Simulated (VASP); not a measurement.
# Nb (I4/mmm) in VASP: a series of runs, part 2 of 2

VASP 6.6.1. Earlier steps stand in the parts before.

**4. Single point, r2SCAN (strain -0.025 along x and y, -0.050 along z)**

Contents of POSCAR:

```
Nb
1.0
    0.0000000000      2.0621250000      2.0092500000
    2.0621250000      0.0000000000      2.0092500000
    2.0621250000      2.0621250000      0.0000000000
Nb
1
Direct
    0.0000000000      0.0000000000      0.0000000000
```

Contents of INCAR.step1:

```
SYSTEM = Nb
ALGO = Normal ; EDIFF = 1E-4
ENCUT = 520 ; GGA = PE
ISMEAR = 0 ; LASPH = .True.
LCHARG = .False. ; LREAL = .False.
LWAVE = .True. ; NBANDS = 12
NELM = 100 ; PREC = Accurate
SIGMA = 0.15
```

Contents of INCAR.step2:

```
SYSTEM = Nb
ALGO = Normal ; EDIFF = 1E-6
ENCUT = 520 ; ISIF = 2
ISMEAR = 0 ; ISTART = 1
LASPH = .True. ; LCHARG = .True.
LELF = .True. ; LMIXTAU = .True.
LREAL = .False. ; LVHAR = .True.
LWAVE = .False. ; METAGGA = R2SCAN
NBANDS = 12 ; NELM = 100
PREC = Accurate ; SIGMA = 0.15
```

Contents of KPOINTS:

```
k-points
0
Gamma
  20 20 20
  0 0 0
```

Potentials or basis: VASP PAW PBE potentials, release 64 (Nb_sv).

The run is started by

```
> cat potpaw_PBE.64/Nb_sv/POTCAR > POTCAR
> cp INCAR.step1 INCAR
> mpirun -np 1 vasp_std > vasp.out
> cp INCAR.step2 INCAR
> mpirun -np 1 vasp_std > vasp.out
```

OUTCAR:

```text
SYSTEM = Nb
   EDIFF = 1E-6
   ENCUT = 520
   ISIF = 2
   ISMEAR = 0
   ISTART = 1
   LASPH = .True.
   LREAL = .False.
   METAGGA = R2SCAN
   NELM = 100
   PREC = Accurate

 ion  position               nearest neighbor table
   1  0.000  0.000  0.000-

  LATTYP: Found a body centered tetragonal cell.
 ALAT       =     2.9162851423
 C/A-ratio  =     1.3779516762

  Lattice vectors:

 A1 = (   0.0000000000,  -2.0621250000,  -2.0092500000)
[... 539 lines left out ...]
     10      17.3305      0.00000
     11      24.4098      0.00000
     12      27.6423      0.00000

 [... further k-points ...]

------------------------ aborting loop because EDIFF is reached ----------------------------------------

  FORCE on cell =-STRESS in cart. coord.  units (eV):
  Direction    XX          YY          ZZ          XY          YZ          ZX
  --------------------------------------------------------------------------------------
  -------------------------------------------------------------------------------------
  Total        2.1984362      2.1984362      1.1231673      0.0000000      0.0000000      0.0000000
  in kB      206.1249226    206.1249226    105.3079341      0.0000000      0.0000000      0.0000000
  external PRESSURE =     172.5192598 kB  Pullay stress =       0.0000000 kB

 VOLUME and BASIS-vectors are now :
 -----------------------------------------------------------------------------
  energy-cutoff  :      520.00
  volume of cell :       17.09
      direct lattice vectors                 reciprocal lattice vectors
     0.000000000  2.062125000  2.009250000    -0.242468328  0.242468328  0.248849073
     2.062125000  0.000000000  2.009250000     0.242468328 -0.242468328  0.248849073
     2.062125000  2.062125000  0.000000000     0.242468328  0.242468328 -0.248849073

 POSITION                                       TOTAL-FORCE (eV/Angst)
 -----------------------------------------------------------------------------------
      0.00000      0.00000      0.00000        -0.000000      0.000000     -0.000000
 -----------------------------------------------------------------------------------
    total drift:                                0.000000      0.000000     -0.000000

  FREE ENERGIE OF THE ION-ELECTRON SYSTEM (eV)
  ---------------------------------------------------
  free  energy   TOTEN  =       -24.4480337927 eV

  energy  without entropy=      -24.4341062220  energy(sigma->0) =      -24.44107001
```

Run time: 6.2 min. Hardware: 1 thread of AMD EPYC 9R14 (Zen 4), shared host; peak memory 0.22 GiB.

What came out:

| Quantity | Value |
| --- | --- |
| Free energy | -24.4480 eV |
| Pressure | 17.3 GPa |
| Band gap on the k mesh | zero (an odd number of electrons rules out a gap without spin polarisation) |

Levels at points of the mesh, in eV from the Fermi level:
| k point | band 2 | band 3 | band 4 | band 5 | band 6 | band 7 | band 8 | band 9 | band 10 | band 11 |
| --- | --- | --- | --- | --- | --- | --- | --- | --- | --- | --- |
| (0.00, 0.00, 0.00) | -30.96 | -30.96 | -30.96 | -6.80 | -0.06 | -0.06 | 0.31 | 2.99 | 3.48 | 12.32 |
| (0.50, 0.00, 0.00) | -32.66 | -31.21 | -31.15 | -4.44 | -0.33 | 0.09 | 1.67 | 5.38 | 5.58 | 12.14 |
| (0.50, 0.50, 0.00) | -32.54 | -31.60 | -31.60 | -4.83 | -4.08 | 4.65 | 5.50 | 6.10 | 6.10 | 12.42 |
| (0.50, 0.00, 0.50) | -32.54 | -31.57 | -31.49 | -4.81 | -4.02 | 4.12 | 5.54 | 5.94 | 6.26 | 12.56 |

Caveat: the cell differs from its parent crystal (strain -0.025 along x and y, -0.050 along z); the cell stands under pressure; the PAW data sets were made with another functional, which shifts forces and pressure a little.

**5. Single point, r2SCAN (strain -0.050 along x and y, +0.025 along z)**

Contents of POSCAR:

```
Nb
1.0
    0.0000000000      2.0092500000      2.1678750000
    2.0092500000      0.0000000000      2.1678750000
    2.0092500000      2.0092500000      0.0000000000
Nb
1
Direct
    0.0000000000      0.0000000000      0.0000000000
```

Contents of INCAR.step1:

```
SYSTEM = Nb
ALGO = Normal
EDIFF = 1E-4
ENCUT = 520
GGA = PE
ISMEAR = 0
LASPH = .True.
LCHARG = .False.
LREAL = .False.
LWAVE = .True.
NBANDS = 12
NELM = 100
PREC = Accurate
SIGMA = 0.15
```

Contents of INCAR.step2:

```
SYSTEM = Nb
ALGO = Normal
EDIFF = 1E-6
ENCUT = 520
ISIF = 2
ISMEAR = 0
ISTART = 1
LASPH = .True.
LCHARG = .False.
LMIXTAU = .True.
LREAL = .False.
LWAVE = .False.
METAGGA = R2SCAN
NBANDS = 12
NELM = 100
PREC = Accurate
SIGMA = 0.15
```

KPOINTS is that of step 4.

Potentials or basis: VASP PAW PBE potentials, release 64 (Nb_sv).

The run is started by

```
> cat potpaw_PBE.64/Nb_sv/POTCAR > POTCAR
> cp INCAR.step1 INCAR
> mpirun -np 1 vasp_std > vasp.out
> cp INCAR.step2 INCAR
> mpirun -np 1 vasp_std > vasp.out
```

OUTCAR:

```text
SYSTEM = Nb
   EDIFF = 1E-6
   ENCUT = 520
   ISIF = 2
   ISMEAR = 0
   ISTART = 1
   LASPH = .True.
   LREAL = .False.
   METAGGA = R2SCAN
   NELM = 100
   PREC = Accurate

 ion  position               nearest neighbor table
   1  0.000  0.000  0.000-

  LATTYP: Found a body centered tetragonal cell.
 ALAT       =     2.8415086002
 C/A-ratio  =     1.5258620015

  Lattice vectors:

 A1 = (  -2.0092500000,   0.0000000000,   2.1678750000)
[... 539 lines left out ...]
     10      16.9756      0.00000
     11      23.8561      0.00000
     12      26.9633      0.00000

 [... further k-points ...]

------------------------ aborting loop because EDIFF is reached ----------------------------------------

  FORCE on cell =-STRESS in cart. coord.  units (eV):
  Direction    XX          YY          ZZ          XY          YZ          ZX
  --------------------------------------------------------------------------------------
  -------------------------------------------------------------------------------------
  Total        0.5537178      0.5537178      2.4781045      0.0000000      0.0000000      0.0000000
  in kB       50.6835308     50.6835308    226.8287038      0.0000000      0.0000000      0.0000000
  external PRESSURE =     109.3985884 kB  Pullay stress =       0.0000000 kB

 VOLUME and BASIS-vectors are now :
 -----------------------------------------------------------------------------
  energy-cutoff  :      520.00
  volume of cell :       17.50
      direct lattice vectors                 reciprocal lattice vectors
     0.000000000  2.009250000  2.167875000    -0.248849073  0.248849073  0.230640604
     2.009250000  0.000000000  2.167875000     0.248849073 -0.248849073  0.230640604
     2.009250000  2.009250000  0.000000000     0.248849073  0.248849073 -0.230640604

 POSITION                                       TOTAL-FORCE (eV/Angst)
 -----------------------------------------------------------------------------------
      0.00000      0.00000      0.00000         0.000000      0.000000     -0.000000
 -----------------------------------------------------------------------------------
    total drift:                               -0.000000     -0.000000      0.000000

  FREE ENERGIE OF THE ION-ELECTRON SYSTEM (eV)
  ---------------------------------------------------
  free  energy   TOTEN  =       -24.5363882334 eV

  energy  without entropy=      -24.5218275484  energy(sigma->0) =      -24.52910789
```

OUTCAR.step1:

```text
SYSTEM = Nb
   EDIFF = 1E-4
   ENCUT = 520
   GGA = PE
   ISMEAR = 0
   LASPH = .True.
[... 579 lines left out ...]
 -----------------------------------------------------------------------------------
      0.00000      0.00000      0.00000         0.000000      0.000000      0.000000
 -----------------------------------------------------------------------------------
    total drift:                                0.000000     -0.000000      0.000000

  FREE ENERGIE OF THE ION-ELECTRON SYSTEM (eV)
  ---------------------------------------------------
  free  energy   TOTEN  =        -9.9115434610 eV

  energy  without entropy=       -9.8958666280  energy(sigma->0) =       -9.90370504
```

Run time: 6.6 min. Hardware: 1 thread of AMD EPYC 9R14 (Zen 4), shared host; peak memory 0.22 GiB.

Results:

* Free energy: -24.5364 eV
* Pressure: 10.9 GPa
* Band gap on the k mesh: zero (an odd number of electrons rules out a gap without spin polarisation)

Stress tensor (GPa, compression positive):
```
 5.07  0.00  0.00
 0.00  5.07  0.00
 0.00  0.00 22.68
```

Levels at points of the mesh, in eV from the Fermi level:
| k point | band 4 | band 5 | band 6 | band 7 | band 8 | band 9 |
| --- | --- | --- | --- | --- | --- | --- |
| (0.00, 0.00, 0.00) | -30.96 | -6.70 | -0.56 | 0.55 | 0.55 | 2.41 |
| (0.50, 0.00, 0.00) | -31.08 | -4.29 | -0.57 | 0.55 | 1.62 | 5.15 |
| (0.50, 0.50, 0.00) | -31.39 | -4.57 | -3.77 | 3.19 | 5.57 | 5.95 |
| (0.50, 0.00, 0.50) | -31.49 | -4.62 | -3.84 | 4.68 | 5.28 | 5.43 |

Caveat: the cell differs from its parent crystal (strain -0.050 along x and y, +0.025 along z); the cell stands under pressure; the PAW data sets were made with another functional, which shifts forces and pressure a little.

**6. Summary**

```tsv
cell	gap on the mesh (eV)	pressure (GPa)
a = 2.879, b = 2.879, c = 2.842 Å, angles 60.4, 60.4, 59.1°, 1 atom	none	23.4
a = 2.917, b = 2.917, c = 2.842 Å, angles 60.9, 60.9, 58.3°, 1 atom	none	16.9
a = 2.879, b = 2.879, c = 2.916 Å, angles 59.6, 59.6, 60.9°, 1 atom	none	17.3
a = 2.956, b = 2.956, c = 2.842 Å, angles 61.3, 61.3, 57.5°, 1 atom	none	10.9
```

Alike in all rows: task single point; level r2SCAN; potentials or basis VASP PAW PBE potentials, release 64 (Nb_sv); no spin polarisation; k mesh 20 × 20 × 20; cutoff (eV) 520; smearing gaussian 0.15 eV.

Caveats: the cell stands under pressure; the PAW data sets were made with another functional, which shifts forces and pressure a little.

Absolute energies hang on the potentials; compare differences alone.
